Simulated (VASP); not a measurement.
# HC8 (a cell with a defect) in VASP: single point with LDA

Aim: the single point of HC8 (a cell with a defect) with LDA.

Everything below comes from runs of VASP 6.6.1. Logs are shortened: lines on timing, memory, paths and dates and some standing lists are left out, and cuts for length are marked.

## 1. The cell of the first run

The cell holds a defect, 9 atoms: a = 7.270 Å, b = 7.270 Å, c = 3.635 Å, α = 39.49°, β = 39.49°, γ = 39.49°.

## 2. Single point, LDA

INCAR

```
SYSTEM = HC8
PREC = Accurate
ENCUT = 520
EDIFF = 1E-6
ISMEAR = 0
SIGMA = 0.1
LREAL = .FALSE.
LASPH = .TRUE.
NELM = 120
ALGO = Normal
ISIF = 2
LWAVE = .FALSE.
LCHARG = .TRUE.
LELF = .TRUE.
LVHAR = .TRUE.
NBANDS = 26
GGA_COMPAT = .FALSE.
```

KPOINTS

```
Automatic mesh
0
G
  3 3 5
  0 0 0
```

POSCAR

```
HC8
1.0
    2.4560580000      1.4180060000      6.6940220000
   -2.4560580000      1.4180060000      6.6940220000
    0.0000000000     -1.4180050000      3.3470110000
C H
8 1
Direct
    0.4180000398      0.4180000398      0.8359999639
    0.0819999602      0.0819999602      0.1640000361
    0.4180000398      0.9180000398      0.8359999639
    0.0819999602      0.5819999602      0.1640000361
    0.9180000398      0.4180000398      0.8359999639
    0.5819999602      0.0819999602      0.1640000361
    0.9180000398      0.9180000398      0.8359999639
    0.5819999602      0.5819999602      0.1640000361
   -0.0922398707      0.2393174460      0.8552169310
```

Potentials or basis: VASP PAW LDA potentials, release 64 (C, H).

Launch:

```console
cat potpaw_LDA.64/C/POTCAR potpaw_LDA.64/H/POTCAR > POTCAR
mpirun -np 1 vasp_std > vasp.out
```

OUTCAR:

```text
SYSTEM = HC8
   PREC = Accurate
   ENCUT = 520
   EDIFF = 1E-6
   ISMEAR = 0
   LREAL = .FALSE.
   LASPH = .TRUE.
   NELM = 120
   ISIF = 2

 ion  position               nearest neighbor table
   1  0.418  0.418  0.836-   8 1.42   6 1.42   4 1.42
   2  0.082  0.082  0.164-   7 1.42   3 1.42   5 1.42   9 1.47
   3  0.418  0.918  0.836-   6 1.42   8 1.42   2 1.42
   4  0.082  0.582  0.164-   5 1.42   1 1.42   7 1.42
   5  0.918  0.418  0.836-   9 1.30   4 1.42   2 1.42   8 1.42
   6  0.582  0.082  0.164-   3 1.42   1 1.42   7 1.42
   7  0.918  0.918  0.836-   2 1.42   6 1.42   4 1.42
   8  0.582  0.582  0.164-   1 1.42   3 1.42   5 1.42
   9  0.908  0.239  0.855-   5 1.30   2 1.47

  LATTYP: Found a base centered monoclinic cell.
 ALAT       =     8.5080320000
 B/A-ratio  =     0.5773504378
 C/A-ratio  =     0.4272432713
 COS(beta)  =    -0.3900977234

  Lattice vectors:

 A1 = (   2.4560580000,   4.2540160000,   0.0000000000)
 A2 = (  -2.4560580000,   4.2540160000,   0.0000000000)
 A3 = (   0.0000000000,  -1.4180050000,   3.3470110000)

Analysis of symmetry for initial positions (statically):
=====================================================================
 Subroutine PRICEL returns:
 Original cell was already a primitive cell.

 Routine SETGRP: Setting up the symmetry group for a
 base centered monoclinic supercell.

 Subroutine GETGRP returns: Found  1 space group operations
 (whereof  1 operations were pure point group operations)
 out of a pool of  4 trial point group operations.

The static configuration has the point symmetry C_1 .

Analysis of symmetry for dynamics (positions and initial velocities):
=====================================================================
 Subroutine PRICEL returns:
 Original cell was already a primitive cell.

 Routine SETGRP: Setting up the symmetry group for a
 base centered monoclinic supercell.

 Subroutine GETGRP returns: Found  1 space group operations
 (whereof  1 operations were pure point group operations)
 out of a pool of  4 trial point group operations.

The dynamic configuration has the point symmetry C_1 .

 Subroutine INISYM returns: Found  1 space group operations
 (whereof  1 operations are pure point group operations),
 and found     1 'primitive' translations

----------------------------------------------------------------------------------------

                                     Primitive cell

  volume of cell :      69.9399

  direct lattice vectors                    reciprocal lattice vectors
     2.456058000  1.418006000  6.694022000     0.203578254  0.117535994  0.049795662
    -2.456058000  1.418006000  6.694022000    -0.203578254  0.117535994  0.049795662
     0.000000000 -1.418005000  3.347011000     0.000000000 -0.470143977  0.099591394

  length of vectors
     7.269999481  7.269999481  3.634999424     0.240288209  0.240288209  0.480576534

  position of ions in fractional coordinates (direct lattice)
     0.418000040  0.418000040  0.835999964
     0.081999960  0.081999960  0.164000036
     0.418000040  0.918000040  0.835999964
     0.081999960  0.581999960  0.164000036
     0.918000040  0.418000040  0.835999964
     0.581999960  0.081999960  0.164000036
     0.918000040  0.918000040  0.835999964
     0.581999960  0.581999960  0.164000036
     0.907760129  0.239317446  0.855216931

  ion indices of the primitive-cell ions
   primitive index   ion index
                 1           1
                 2           2
                 3           3
                 4           4
                 5           5
                 6           6
                 7           7
                 8           8
                 9           9

----------------------------------------------------------------------------------------

 KPOINTS: Automatic mesh

Automatic generation of k-mesh.
 Grid dimensions read from file:
 generate k-points for:    3    3    5

 Generating k-lattice:

  Cartesian coordinates                     Fractional coordinates (reciprocal lattice)
     0.067859418  0.039178665  0.016598554     0.333333333  0.000000000  0.000000000
    -0.067859418  0.039178665  0.016598554     0.000000000  0.333333333  0.000000000
     0.000000000 -0.094028795  0.019918279     0.000000000  0.000000000  0.200000000

  Length of vectors
     0.080096070  0.080096070  0.096115307

  Shift w.r.t. Gamma in fractional coordinates (k-lattice)
     0.000000000  0.000000000  0.000000000

 Subroutine IBZKPT returns following result:
 ===========================================

 Found     23 irreducible k-points:

 Following reciprocal coordinates:
            Coordinates               Weight
  0.000000  0.000000  0.000000      1.000000
  0.333333  0.000000  0.000000      2.000000
 -0.000000 -0.333333  0.000000      2.000000
  0.333333  0.333333 -0.000000      2.000000
 -0.333333  0.333333  0.000000      2.000000
 -0.000000 -0.000000  0.200000      2.000000
[... 15 lines left out ...]
 -0.333333  0.333333 -0.400000      2.000000
 -0.333333 -0.333333  0.400000      2.000000
   k-points           NKPTS =     23   k-points in BZ     NKDIM =     23   number of bands    NBANDS=     26
   number of dos      NEDOS =    301   number of ions     NIONS =      9
   total plane-waves  NPLWV =  81648
   dimension x,y,z NGX =    54 NGY =   54 NGZ =   28
   dimension x,y,z NGXF=   108 NGYF=  108 NGZF=   56
   ions per type =               8   1
   NGX,Y,Z   is equivalent  to a cutoff of  12.35, 12.35, 12.81 a.u.
   NGXF,Y,Z  is equivalent  to a cutoff of  24.70, 24.70, 25.61 a.u.
 SYSTEM =  HC8
   PREC   = accura    normal or accurate (medium, high low for compatibility)
   ISTART =      0    job   : 0-new  1-cont  2-samecut
   ICHARG =      2    charge: 1-file 2-atom 10-const
   ISPIN  =      1    spin polarized calculation?
   LNONCOLLINEAR =      F non collinear calculations
   LSORBIT =      F    spin-orbit coupling
   LASPH  =      T    aspherical Exc in radial PAW
   ENCUT  =  520.0 eV  38.22 Ry    6.18 a.u.  13.52 13.52  6.76*2*pi/ulx,y,z
   NELM   =    120;   NELMIN=  2; NELMDL= -5     # of ELM steps
   EDIFF  = 0.1E-05   stopping-criterion for ELM
   LREAL  =      F    real-space projection
   EDIFFG = 0.1E-04   stopping-criterion for IOM
   NSW    =      0    number of steps for IOM
   IBRION =     -1    ionic relax: 0-MD 1-quasi-New 2-CG
   NFREE  =      0    steps in history (QN), initial steepest desc. (CG)
   ISIF   =      2    stress and relaxation
   ISYM   =      2    0-nonsym 1-usesym 2-fastsym
   POTIM  = 0.5000    time-step for ionic-motion
   TEBEG  =    0.0;   TEEND  =   0.0 temperature during run
   PSTRESS=    0.0 pullay stress
   NELECT =      33.0000    total number of electrons
   NUPDOWN=      -1.0000    fix difference up-down
   EMIN   =  10.00;   EMAX   =-10.00  energy-range for DOS
   EFERMI =   0.00;   METHOD = LEGACY
   ISMEAR =     0;   SIGMA  =   0.10  broadening in eV -4-tet -1-fermi 0-gaus
   EFERMI_NEDOS =   21; number of points for ismear=-14 and -15
   IALGO  =     38    algorithm
   IMIX   =      4    mixing-type and parameters
     AMIX     =   0.40;   BMIX     =  1.00
     AMIX_MAG =   1.60;   BMIX_MAG =  1.00
  volume/ion in A,a.u.               =       7.77        52.44
  Fermi-wavevector in a.u.,A,eV,Ry     =   1.274494  2.408445 22.100425  1.624335
  Thomas-Fermi vector in A             =   2.407259
   LORBIT       =      0    0 simple, 1 ext, 2 COOP (PROOUT), +10 PAW based schemes
   GGA     = CA    functional components
   LHFCALC =     F    Hartree Fock is set to
   AEXX    =    0.0000 exact exchange contribution
   IVDW    =     0    specifies the selected vdW correction
   LEPSILON=     F    determine dielectric tensor
   LRPA    =     F    only Hartree local field effects (RPA)
 non-spin polarized calculation
 Gauss-broadening in eV      SIGMA  =   0.10
  energy-cutoff  :      520.00
  volume of cell :       69.94
 maximum number of plane-waves:      1899
 NGX is ok and might be reduce to    54
   NGX = 27   NGY = 27   NGZ = 13

 number of electron      33.0000000 magnetization

 Free energy of the ion-electron system (eV)
  ---------------------------------------------------
  ext. energy  EPLUGINS =         0.00000000
  ---------------------------------------------------
  free energy    TOTEN  =       -82.06285104 eV

  energy without entropy =      -82.05776738  energy(sigma->0) =      -82.06030921

 E-fermi :   5.8599     XC(G=0): -11.0102

 val. band max:        5.7921442056   @ k =   0.3333   0.3333  -0.0000
 cond. band min:       5.9751477492   @ k =  -0.3333   0.3333   0.4000
 fundamental gap:      0.1830035436
 Fermi energy:         5.8598894015

 k-point     1 :       0.0000    0.0000    0.0000
  band No.  band energies     occupation
      1     -14.9272      2.00000
      2     -10.0455      2.00000
      3      -9.2620      2.00000
      4      -8.9424      2.00000
      5      -8.4176      2.00000
      6      -8.3434      2.00000
[... 18 lines left out ...]
     25      13.3060      0.00000
     26      13.3990      0.00000

 k-point     2 :       0.3333    0.0000    0.0000
  band No.  band energies     occupation
      1     -14.3051      2.00000
      2     -12.1921      2.00000
      3     -10.2390      2.00000
      4     -10.0200      2.00000
      5      -6.7432      2.00000
      6      -6.3294      2.00000
[... 18 lines left out ...]
     25      14.5675      0.00000
     26      14.6593      0.00000

 k-point     3 :      -0.0000   -0.3333    0.0000
  band No.  band energies     occupation
      1     -14.3004      2.00000
      2     -12.2004      2.00000
      3     -10.3249      2.00000
      4      -9.9440      2.00000
      5      -6.6071      2.00000
      6      -6.3357      2.00000
[... 18 lines left out ...]
     25      14.5180      0.00000
     26      14.7696      0.00000

 k-point     4 :       0.3333    0.3333   -0.0000
  band No.  band energies     occupation
      1     -14.2737      2.00000
      2     -12.1193      2.00000
      3     -10.3563      2.00000
      4     -10.1376      2.00000
      5      -6.6859      2.00000
      6      -6.3440      2.00000
[... 18 lines left out ...]
     25      14.0824      0.00000
     26      14.2219      0.00000

 k-point     5 :      -0.3333    0.3333    0.0000
  band No.  band energies     occupation
      1     -13.5420      2.00000
      2     -12.5022      2.00000
      3     -12.4386      2.00000
      4      -7.7605      2.00000
      5      -7.5051      2.00000
      6      -5.8301      2.00000
[... 18 lines left out ...]
     25      14.9386      0.00000
     26      15.0599      0.00000

 k-point     6 :      -0.0000   -0.0000    0.2000
  band No.  band energies     occupation
      1     -14.0349      2.00000
      2     -12.3896      2.00000
      3     -10.3567      2.00000
      4     -10.1337      2.00000
      5      -6.3480      2.00000
      6      -5.9300      2.00000
[... 398 lines left out ...]
 k-point    20 :       0.3333    0.3333    0.4000
  band No.  band energies     occupation
      1     -13.6406      2.00000
      2     -12.7013      2.00000
      3     -10.2758      2.00000
      4     -10.0593      2.00000
      5      -6.0934      2.00000
      6      -5.5565      2.00000
[... 18 lines left out ...]
     25      15.6165      0.00000
     26      16.0328      0.00000

 k-point    21 :      -0.3333    0.3333    0.4000
  band No.  band energies     occupation
      1     -13.7496      2.00000
      2     -12.3061      2.00000
      3     -11.1407      2.00000
      4      -9.2234      2.00000
      5      -6.7874      2.00000
      6      -5.1793      2.00000
[... 18 lines left out ...]
     25      15.1224      0.00000
     26      15.4507      0.00000

 k-point    22 :      -0.3333    0.3333   -0.4000
  band No.  band energies     occupation
      1     -13.7571      2.00000
      2     -12.2859      2.00000
      3     -11.1467      2.00000
      4      -9.1947      2.00000
      5      -6.9807      2.00000
      6      -5.1146      2.00000
[... 18 lines left out ...]
     25      15.0817      0.00000
     26      15.4673      0.00000

 k-point    23 :      -0.3333   -0.3333    0.4000
  band No.  band energies     occupation
      1     -14.5187      2.00000
      2     -10.5576      2.00000
      3      -9.4837      2.00000
      4      -9.3752      2.00000
      5      -8.1111      2.00000
      6      -7.7963      2.00000
[... 18 lines left out ...]
     25      13.7183      0.00000
     26      14.7175      0.00000

------------------------ aborting loop because EDIFF is reached ----------------------------------------

  FORCE on cell =-STRESS in cart. coord.  units (eV):
  Direction    XX          YY          ZZ          XY          YZ          ZX
  --------------------------------------------------------------------------------------
  -------------------------------------------------------------------------------------
  Total        2.7749609      1.7274950     -0.9272602     -0.3674272     -0.3422675      0.2383658
  in kB       63.5685893     39.5733221    -21.2416050     -8.4169936     -7.8406370      5.4604652
  external PRESSURE =      27.3001021 kB  Pullay stress =       0.0000000 kB

 VOLUME and BASIS-vectors are now :
 -----------------------------------------------------------------------------
  energy-cutoff  :      520.00
  volume of cell :       69.94
      direct lattice vectors                 reciprocal lattice vectors
     2.456058000  1.418006000  6.694022000     0.203578254  0.117535994  0.049795662
    -2.456058000  1.418006000  6.694022000    -0.203578254  0.117535994  0.049795662
     0.000000000 -1.418005000  3.347011000     0.000000000 -0.470143977  0.099591394

 POSITION                                       TOTAL-FORCE (eV/Angst)
 -----------------------------------------------------------------------------------
      0.00000      0.00000      8.39430         0.021650     -0.093744     -0.869800
      0.00000     -0.00000      1.64673         1.409297     -0.736178      1.112550
     -1.22803      0.70900     11.74132         0.866794     -0.271795     -0.853782
     -1.22803      0.70900      4.99374        -0.285375      1.780623      1.230668
      1.22803      0.70900     11.74132        -0.399929      0.186653     -2.423762
      1.22803      0.70900      4.99374        -0.394829      0.281533      1.080934
      0.00000      1.41801     15.08833         0.583486     -0.627779     -0.618015
      0.00000      1.41801      8.34075        -1.804335     -0.515828      1.378213
      1.64173      0.41386     10.54098         0.003240     -0.003484     -0.037006
 -----------------------------------------------------------------------------------
    total drift:                               -0.000016     -0.000038      0.000366

  FREE ENERGIE OF THE ION-ELECTRON SYSTEM (eV)
  ---------------------------------------------------
  free  energy   TOTEN  =       -82.0628510418 eV

  energy  without entropy=      -82.0577673849  energy(sigma->0) =      -82.06030921
```

Run time: 69 s. Hardware: 1 thread of Intel Xeon Platinum 8375C at 2.90GHz (Ice Lake), shared host; peak memory 0.21 GiB.

What came out:

```yaml
Free_energy: -82.0629 eV
Pressure: 2.7 GPa
Largest_force: 2.464 eV/Å
Band_gap_on_the_k_mesh: zero (an odd number of electrons rules out a gap without spin polarisation)
```

Forces on the atoms (eV/Å):
```
C    0.022 -0.094 -0.870
C    1.409 -0.736  1.113
C    0.867 -0.272 -0.854
C   -0.285  1.781  1.231
C   -0.400  0.187 -2.424
C   -0.395  0.282  1.081
C    0.583 -0.628 -0.618
C   -1.804 -0.516  1.378
H    0.003 -0.003 -0.037
```

Caveat: the k points lie up to 0.50 Å⁻¹ apart, too coarse for converged energies and pressures of a metal.

The gap in the log of VASP goes by the Fermi energy; the results here count the filled bands.